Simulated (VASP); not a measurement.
Here is a VASP 6.6.1 calculation.

File INCAR:

```
  PREC = Accurate
  ENCUT = 520
  EDIFF = 1E-6
  ISMEAR = -1
  SIGMA = 0.08
  LREAL = F
  LASPH = T
  NELM = 80
  ALGO = Normal
  ISIF = 2
  LWAVE = F
  LCHARG = F
  NBANDS = 9
```

Contents of KPOINTS:

```
Automatic mesh
0
Gamma
  18 18 18
```

POSCAR

```
O
1.0
    0.0000000000      1.4802206848      1.4802206848
    1.4802206848      0.0000000000      1.4802206848
    1.4802206848      1.4802206848      0.0000000000
O
1
Direct
    0.0000000000      0.0000000000      0.0000000000
```

Potentials or basis: VASP PAW LDA potentials, release 64 (O).

Command:

```console
$ cat potpaw_LDA.64/O/POTCAR > POTCAR
$ mpirun -np 1 vasp_std > vasp.out
```

(1) Estimate the pressure.

(2) Predict the band gap on the k mesh.

Answers

(1) 26.6 GPa.

(2) zero (band 3 reaches 7.04 eV, above the bottom of band 4 at 2.36 eV).
